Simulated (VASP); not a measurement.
# Zr (Fm-3m) in VASP: a series of runs

Runs on Zr. Level: LDA. Tasks: single point.

All numbers are computed with VASP 6.6.1; they aren't measurements. Logs are shortened: lines on timing, memory, paths and dates and some standing lists are left out, and cuts for length are marked.

## 1. The cell of the first run

Symmetry: Fm-3m, No. 225, cubic system. The conventional cell has a = 4.510 Å, b = 4.510 Å, c = 4.510 Å, α = 90.00°, β = 90.00°, γ = 90.00°. Zr (site symmetry m-3m) has 12 Zr at 3.19 Å within 4.2 Å.

## 2. Single point, LDA

Input file INCAR:

```
PREC     = Accurate       # precision mode
ENCUT    = 520            # plane-wave cutoff, eV
EDIFF    = 1E-6           # SCF threshold, eV
ISMEAR   = 0              # smearing method
SIGMA    = 0.15           # smearing width, eV
LREAL    = F              # projectors in reciprocal space
LASPH    = T              # aspherical terms in the spheres
NELM     = 100            # most SCF steps
ALGO     = Normal         # electronic algorithm
ISIF     = 2              # what is computed and relaxed
LWAVE    = F              # write WAVECAR
LCHARG   = F              # write CHGCAR
NBANDS   = 12             # bands
```

Input file KPOINTS:

```
regular mesh
0
Gamma
  18 18 18
```

Input file POSCAR:

```
Zr
1.0
    0.0000000000      2.2550000000      2.2550000000
    2.2550000000      0.0000000000      2.2550000000
    2.2550000000      2.2550000000      0.0000000000
Zr
1
Direct
    0.0000000000      0.0000000000      0.0000000000
```

Potentials or basis: VASP PAW LDA potentials, release 64 (Zr_sv).

Command:

```bash
$ cat potpaw_LDA.64/Zr_sv/POTCAR > POTCAR
$ mpirun -np 1 vasp_std > vasp.out
```

OUTCAR:

```text
PREC = Accurate
   ENCUT = 520
   EDIFF = 1E-6
   ISMEAR = 0
   LREAL = F
   LASPH = T
   NELM = 100
   ISIF = 2

 ion  position               nearest neighbor table
   1  0.000  0.000  0.000-

  LATTYP: Found a face centered cubic cell.
 ALAT       =     4.5100000000

  Lattice vectors:

 A1 = (   0.0000000000,   2.2550000000,   2.2550000000)
 A2 = (   2.2550000000,   0.0000000000,   2.2550000000)
 A3 = (   2.2550000000,   2.2550000000,   0.0000000000)

Analysis of symmetry for initial positions (statically):
=====================================================================
 Subroutine PRICEL returns:
 Original cell was already a primitive cell.

 Routine SETGRP: Setting up the symmetry group for a
 face centered cubic supercell.

 Subroutine GETGRP returns: Found 48 space group operations
 (whereof 48 operations were pure point group operations)
 out of a pool of 48 trial point group operations.

The static configuration has the point symmetry O_h .

Analysis of symmetry for dynamics (positions and initial velocities):
=====================================================================
 Subroutine PRICEL returns:
 Original cell was already a primitive cell.

 Routine SETGRP: Setting up the symmetry group for a
 face centered cubic supercell.

 Subroutine GETGRP returns: Found 48 space group operations
 (whereof 48 operations were pure point group operations)
 out of a pool of 48 trial point group operations.

The dynamic configuration has the point symmetry O_h .

 Subroutine INISYM returns: Found 48 space group operations
 (whereof 48 operations are pure point group operations),
 and found     1 'primitive' translations

----------------------------------------------------------------------------------------

                                     Primitive cell

  volume of cell :      22.9335

  direct lattice vectors                    reciprocal lattice vectors
     0.000000000  2.255000000  2.255000000    -0.221729490  0.221729490  0.221729490
     2.255000000  0.000000000  2.255000000     0.221729490 -0.221729490  0.221729490
     2.255000000  2.255000000  0.000000000     0.221729490  0.221729490 -0.221729490

  length of vectors
     3.189051583  3.189051583  3.189051583     0.384046742  0.384046742  0.384046742

  position of ions in fractional coordinates (direct lattice)
     0.000000000  0.000000000  0.000000000

  ion indices of the primitive-cell ions
   primitive index   ion index
                 1           1
[... 78 lines left out ...]
   ISIF   =      2    stress and relaxation
   ISYM   =      2    0-nonsym 1-usesym 2-fastsym
   POTIM  = 0.5000    time-step for ionic-motion
   TEBEG  =    0.0;   TEEND  =   0.0 temperature during run
   PSTRESS=    0.0 pullay stress
   NELECT =      12.0000    total number of electrons
   NUPDOWN=      -1.0000    fix difference up-down
   EMIN   =  10.00;   EMAX   =-10.00  energy-range for DOS
   EFERMI =   0.00;   METHOD = LEGACY
   ISMEAR =     0;   SIGMA  =   0.15  broadening in eV -4-tet -1-fermi 0-gaus
   EFERMI_NEDOS =   21; number of points for ismear=-14 and -15
   IALGO  =     38    algorithm
   IMIX   =      4    mixing-type and parameters
     AMIX     =   0.40;   BMIX     =  1.00
     AMIX_MAG =   1.60;   BMIX_MAG =  1.00
  volume/ion in A,a.u.               =      22.93       154.76
  Fermi-wavevector in a.u.,A,eV,Ry     =   1.319204  2.492935 23.678216  1.740300
  Thomas-Fermi vector in A             =   2.449119
   LORBIT       =      0    0 simple, 1 ext, 2 COOP (PROOUT), +10 PAW based schemes
   GGA     = CA    functional components
   LHFCALC =     F    Hartree Fock is set to
   AEXX    =    0.0000 exact exchange contribution
   IVDW    =     0    specifies the selected vdW correction
   LEPSILON=     F    determine dielectric tensor
   LRPA    =     F    only Hartree local field effects (RPA)
 non-spin polarized calculation
 Gauss-broadening in eV      SIGMA  =   0.15
  energy-cutoff  :      520.00
  volume of cell :       22.93
 maximum number of plane-waves:       636
   NGX = 11   NGY = 11   NGZ = 11

 number of electron      12.0000000 magnetization

 Free energy of the ion-electron system (eV)
  ---------------------------------------------------
  ext. energy  EPLUGINS =         0.00000000
  ---------------------------------------------------
  free energy    TOTEN  =        -9.25141827 eV

  energy without entropy =       -9.23574570  energy(sigma->0) =       -9.24358199

 E-fermi :   8.8555     XC(G=0): -11.3631

 val. band max:        8.8552090352   @ k =   0.2778   0.0000   0.0000
 cond. band min:       8.8627920964   @ k =  -0.2778   0.4444   0.1667
 fundamental gap:      0.0075830612
 Fermi energy:         8.8555122223

 k-point     1 :       0.0000    0.0000    0.0000
  band No.  band energies     occupation
      1     -39.5483      2.00000
      2     -17.1787      2.00000
      3     -17.1787      2.00000
      4     -17.1787      2.00000
      5       3.3033      2.00000
      6       9.8063      0.00000
      7       9.8063      0.00000
      8       9.8063      0.00000
      9      12.2464      0.00000
     10      12.2464      0.00000
     11      19.4485      0.00000
     12      23.6158      0.00000
[... 331 lines left out ...]
 k-point    24 :      -0.2222    0.0556    0.0000
  band No.  band energies     occupation
      1     -39.4736      2.00000
      2     -17.6823      2.00000
      3     -17.2762      2.00000
      4     -17.2307      2.00000
      5       4.9622      2.00000
      6       8.8105      1.32865
      7      10.0975      0.00000
      8      10.2291      0.00000
      9      11.8308      0.00000
     10      12.6249      0.00000
     11      20.1523      0.00000
     12      22.6474      0.00000

 [... further k-points ...]

------------------------ aborting loop because EDIFF is reached ----------------------------------------

  FORCE on cell =-STRESS in cart. coord.  units (eV):
  Direction    XX          YY          ZZ          XY          YZ          ZX
  --------------------------------------------------------------------------------------
  -------------------------------------------------------------------------------------
  Total       -0.8007930     -0.8007930     -0.8007930      0.0000000      0.0000000     -0.0000000
  in kB      -55.9449910    -55.9449910    -55.9449910      0.0000000      0.0000000     -0.0000000
  external PRESSURE =     -55.9449910 kB  Pullay stress =       0.0000000 kB

 VOLUME and BASIS-vectors are now :
 -----------------------------------------------------------------------------
  energy-cutoff  :      520.00
  volume of cell :       22.93
      direct lattice vectors                 reciprocal lattice vectors
     0.000000000  2.255000000  2.255000000    -0.221729490  0.221729490  0.221729490
     2.255000000  0.000000000  2.255000000     0.221729490 -0.221729490  0.221729490
     2.255000000  2.255000000  0.000000000     0.221729490  0.221729490 -0.221729490

 POSITION                                       TOTAL-FORCE (eV/Angst)
 -----------------------------------------------------------------------------------
      0.00000      0.00000      0.00000         0.000000      0.000000      0.000000
 -----------------------------------------------------------------------------------
    total drift:                               -0.000000     -0.000000     -0.000000

  FREE ENERGIE OF THE ION-ELECTRON SYSTEM (eV)
  ---------------------------------------------------
  free  energy   TOTEN  =        -9.2514182682 eV

  energy  without entropy=       -9.2357457040  energy(sigma->0) =       -9.24358199
```

Wall time 70 s (1 thread of AMD EPYC 7R13, shared host); peak memory 0.14 GiB.

What came out:

| Item | Value |
| --- | --- |
| Free energy | -9.2514 eV |
| Pressure | -5.6 GPa |
| Band gap on the k mesh | zero (band 6 reaches 9.81 eV, above the bottom of band 7 at 8.28 eV) |

## 3. Single point, LDA

Input file INCAR:

```
PREC = Accurate
ENCUT = 520
EDIFF = 1E-6
ISMEAR = 0
SIGMA = 0.15
LREAL = False
LASPH = True
NELM = 100
ALGO = Normal
ISIF = 2
LWAVE = False
LCHARG = False
GGA = CA
NBANDS = 12
```

Input file KPOINTS:

```
regular mesh
0
Gamma
  20 20 20
```

POSCAR is that of step 2.

Potentials or basis: VASP PAW LDA potentials, release 64 (Zr_sv).

Command:

```bash
$ cat potpaw_LDA.64/Zr_sv/POTCAR > POTCAR
$ mpirun -np 1 vasp_std > vasp.out
```

OUTCAR:

```text
PREC = Accurate
   ENCUT = 520
   EDIFF = 1E-6
   ISMEAR = 0
   LREAL = False
   LASPH = True
   NELM = 100
   ISIF = 2
   GGA = CA

 ion  position               nearest neighbor table
   1  0.000  0.000  0.000-

  LATTYP: Found a face centered cubic cell.
 ALAT       =     4.5100000000

  Lattice vectors:

 A1 = (   0.0000000000,   2.2550000000,   2.2550000000)
 A2 = (   2.2550000000,   0.0000000000,   2.2550000000)
 A3 = (   2.2550000000,   2.2550000000,   0.0000000000)

Analysis of symmetry for initial positions (statically):
=====================================================================
 Subroutine PRICEL returns:
 Original cell was already a primitive cell.

 Routine SETGRP: Setting up the symmetry group for a
 face centered cubic supercell.

 Subroutine GETGRP returns: Found 48 space group operations
 (whereof 48 operations were pure point group operations)
 out of a pool of 48 trial point group operations.

The static configuration has the point symmetry O_h .

Analysis of symmetry for dynamics (positions and initial velocities):
=====================================================================
 Subroutine PRICEL returns:
 Original cell was already a primitive cell.

 Routine SETGRP: Setting up the symmetry group for a
 face centered cubic supercell.

 Subroutine GETGRP returns: Found 48 space group operations
 (whereof 48 operations were pure point group operations)
 out of a pool of 48 trial point group operations.

The dynamic configuration has the point symmetry O_h .

 Subroutine INISYM returns: Found 48 space group operations
 (whereof 48 operations are pure point group operations),
 and found     1 'primitive' translations

----------------------------------------------------------------------------------------

                                     Primitive cell

  volume of cell :      22.9335

  direct lattice vectors                    reciprocal lattice vectors
[... 111 lines left out ...]
   LHFCALC =     F    Hartree Fock is set to
   AEXX    =    0.0000 exact exchange contribution
   IVDW    =     0    specifies the selected vdW correction
   LEPSILON=     F    determine dielectric tensor
   LRPA    =     F    only Hartree local field effects (RPA)
 non-spin polarized calculation
 Gauss-broadening in eV      SIGMA  =   0.15
  energy-cutoff  :      520.00
  volume of cell :       22.93
 maximum number of plane-waves:       636
   NGX = 11   NGY = 11   NGZ = 11

 number of electron      12.0000000 magnetization

 Free energy of the ion-electron system (eV)
  ---------------------------------------------------
  ext. energy  EPLUGINS =         0.00000000
  ---------------------------------------------------
  free energy    TOTEN  =        -9.25082211 eV

  energy without entropy =       -9.23361821  energy(sigma->0) =       -9.24222016

 E-fermi :   8.8529     XC(G=0): -11.3632

 val. band max:        8.8406011483   @ k =  -0.3500   0.3500   0.1500
 cond. band min:       8.8631012498   @ k =   0.2500   0.0000   0.0000
 fundamental gap:      0.0225001015
 Fermi energy:         8.8528995340

 k-point     1 :       0.0000    0.0000    0.0000
  band No.  band energies     occupation
      1     -39.5485      2.00000
      2     -17.1789      2.00000
      3     -17.1789      2.00000
      4     -17.1789      2.00000
      5       3.3033      2.00000
      6       9.8062      0.00000
      7       9.8062      0.00000
      8       9.8062      0.00000
      9      12.2462      0.00000
     10      12.2462      0.00000
     11      19.4484      0.00000
     12      23.6158      0.00000
[... 331 lines left out ...]
 k-point    24 :      -0.3500    0.0500    0.0000
  band No.  band energies     occupation
      1     -39.4189      2.00000
      2     -18.0387      2.00000
      3     -17.3182      2.00000
      4     -17.2835      2.00000
      5       5.8153      2.00000
      6       9.1988      0.00111
      7       9.7493      0.00000
      8       9.8601      0.00000
      9      13.0234      0.00000
     10      13.6877      0.00000
     11      18.8716      0.00000
     12      21.1806      0.00000

 [... further k-points ...]

------------------------ aborting loop because EDIFF is reached ----------------------------------------

  FORCE on cell =-STRESS in cart. coord.  units (eV):
  Direction    XX          YY          ZZ          XY          YZ          ZX
  --------------------------------------------------------------------------------------
  -------------------------------------------------------------------------------------
  Total       -0.7960868     -0.7960868     -0.7960868      0.0000000      0.0000000     -0.0000000
  in kB      -55.6162057    -55.6162057    -55.6162057      0.0000000      0.0000000     -0.0000000
  external PRESSURE =     -55.6162057 kB  Pullay stress =       0.0000000 kB

 VOLUME and BASIS-vectors are now :
 -----------------------------------------------------------------------------
  energy-cutoff  :      520.00
  volume of cell :       22.93
      direct lattice vectors                 reciprocal lattice vectors
     0.000000000  2.255000000  2.255000000    -0.221729490  0.221729490  0.221729490
     2.255000000  0.000000000  2.255000000     0.221729490 -0.221729490  0.221729490
     2.255000000  2.255000000  0.000000000     0.221729490  0.221729490 -0.221729490

 POSITION                                       TOTAL-FORCE (eV/Angst)
 -----------------------------------------------------------------------------------
      0.00000      0.00000      0.00000         0.000000      0.000000      0.000000
 -----------------------------------------------------------------------------------
    total drift:                                0.000000     -0.000000     -0.000000

  FREE ENERGIE OF THE ION-ELECTRON SYSTEM (eV)
  ---------------------------------------------------
  free  energy   TOTEN  =        -9.2508221117 eV

  energy  without entropy=       -9.2336182061  energy(sigma->0) =       -9.24222016
```

OSZICAR:

```text
N       E                     dE             d eps       ncg     rms          rms(c)
DAV:   1     0.859896844094E+02    0.85990E+02   -0.69144E+03  6168   0.999E+02
DAV:   2    -0.649877161974E+01   -0.92488E+02   -0.89877E+02  7052   0.271E+02
DAV:   3    -0.954563180312E+01   -0.30469E+01   -0.30009E+01  9224   0.413E+01
DAV:   4    -0.961639484583E+01   -0.70763E-01   -0.70729E-01  7016   0.603E+00
DAV:   5    -0.961805573849E+01   -0.16609E-02   -0.16609E-02  8984   0.682E-01    0.105E+01
DAV:   6    -0.931053488690E+01    0.30752E+00   -0.38966E-01  6732   0.555E+00    0.417E+00
DAV:   7    -0.924991336675E+01    0.60622E-01   -0.18675E-01  7484   0.360E+00    0.667E-01
DAV:   8    -0.925081421194E+01   -0.90085E-03   -0.10336E-02  7320   0.117E+00    0.775E-02
DAV:   9    -0.925082557323E+01   -0.11361E-04   -0.26819E-04  7964   0.156E-01    0.157E-02
DAV:  10    -0.925082243896E+01    0.31343E-05   -0.13101E-05  7284   0.368E-02    0.677E-03
DAV:  11    -0.925082211166E+01    0.32730E-06   -0.68563E-07  5064   0.868E-03
   1 F= -.92508221E+01 E0= -.92422202E+01  d E =-.172039E-01
```

It took 96 s on 1 thread of AMD EPYC 7R13, shared host; peak memory 0.15 GiB.

Results:

```yaml
Free_energy: -9.2508 eV
Pressure: -5.6 GPa
Band_gap_on_the_k_mesh: zero (band 6 reaches 9.81 eV, above the bottom of band 7 at 8.36 eV)
```
